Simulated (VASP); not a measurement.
Here is a VASP 6.6.1 calculation.

Contents of INCAR:

```
SYSTEM = MgI2
PREC = Accurate ; ENCUT = 520
EDIFF = 1E-7 ; ISMEAR = 0
SIGMA = 0.05 ; LREAL = .False.
LASPH = .True. ; NELM = 60
ALGO = Normal ; ISIF = 2
LWAVE = .False. ; LCHARG = .False.
GGA = PS ; NBANDS = 15
```

File KPOINTS:

```
regular mesh
0
Gamma
  6 6 4
  0 0 0
```

POSCAR

```
MgI2
1.0
    4.1537001214      0.0000000000      0.0000000000
   -2.0768500607      3.5972098248      0.0000000000
    0.0000000000      0.0000000000      6.8620000000
Mg I
1 2
Direct
    0.0000000000      0.0000000000      0.0000000000
    0.2723672479      0.6361836240      0.8019590504
    0.6057005813      0.3028502906      0.2866990504
```

Potentials or basis: VASP PAW PBE potentials, release 64 (Mg, I).

Command:

```console
$ cat potpaw_PBE.64/Mg/POTCAR potpaw_PBE.64/I/POTCAR > POTCAR
$ mpirun -np 1 vasp_std > vasp.out
```

Q: What does it give for the band gap on the k mesh?

A: 2.74 eV (least direct gap 2.76 eV).

Q: Predict the largest force.

A: 1.841 eV/Å.

Q: What does it give for the pressure?

A: 1.0 GPa.

Stress tensor (GPa, compression positive):
```
 0.74 -1.02 -0.73
-1.02  1.92 -0.42
-0.73 -0.42  0.20
```

Caveat: the cell differs from its parent crystal (all I atoms moved +0.375 Å, as atom 2 towards its neighbour atom 3 (I) at 4.101 Å); the PAW data sets were made with another functional, which shifts forces and pressure a little; spin-orbit coupling is left out, which moves the levels of the heavy elements; this functional lacks dispersion, which binds the layers, so the pressure and a relaxed spacing across them are unreliable. A k mesh can miss the band edges.
